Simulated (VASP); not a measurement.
Write the native input for VASP 6.6.1 that does the following.

- Task: single point
- Functional: PBE
- Potentials or basis: VASP PAW PBE potentials, release 64 (B, As_d)
- Cutoff: 560 eV
- k mesh: 14 × 14 × 8
- Occupations: gaussian, width 0.1 eV
- Spin: no spin polarisation
- Dipole correction: no
- Further INCAR settings: ALGO = Normal; EDIFF = 1e-06; NBANDS = 26

The structure of BAs lies in POSCAR:

```
BAs
1.0
    1.8576824029     -3.5345802968      0.0000000000
    1.8576824029      3.5345802968      0.0000000000
    0.0000000000      0.0000000000      7.0950656664
B As
2 2
Direct
    0.0000000000      0.5000000000      0.0000000000
    0.5000000000      0.0000000000      0.0000000000
    0.2500000000      0.7500000000      0.2414825182
    0.7500000000      0.2500000000      0.7585174818
```

One way to write it, as run:

INCAR

```
PREC = Accurate ; ENCUT = 560
EDIFF = 1E-6 ; ISMEAR = 0
SIGMA = 0.1 ; LREAL = False
LASPH = True ; NELM = 120
ALGO = Normal ; ISIF = 2
LWAVE = False ; LCHARG = True
GGA = PE ; LELF = True
LVHAR = True ; NBANDS = 26
GGA_COMPAT = False
```

KPOINTS

```
Automatic mesh
0
Gamma
  14 14 8
```

Potentials or basis: VASP PAW PBE potentials, release 64 (B, As_d).

Run with:

```console
$ cat potpaw_PBE.64/B/POTCAR potpaw_PBE.64/As_d/POTCAR > POTCAR
$ mpirun -np 1 vasp_std > vasp.out
```

It gave:

| Property | Result |
| --- | --- |
| Pressure | -0.1 GPa |
| Largest force | 0.050 eV/Å |
| Band gap on the k mesh | zero (bands 18 and 19 overlap by 1.56 eV) |

Caveat: this functional lacks dispersion, which binds layers or chains, so the pressure and a relaxed spacing across them are unreliable.

Run time: 9.1 min on 1 thread of Intel(R) Xeon(R) Platinum 8488C (Sapphire Rapids), with other jobs on the host, peak memory 0.7 GiB.
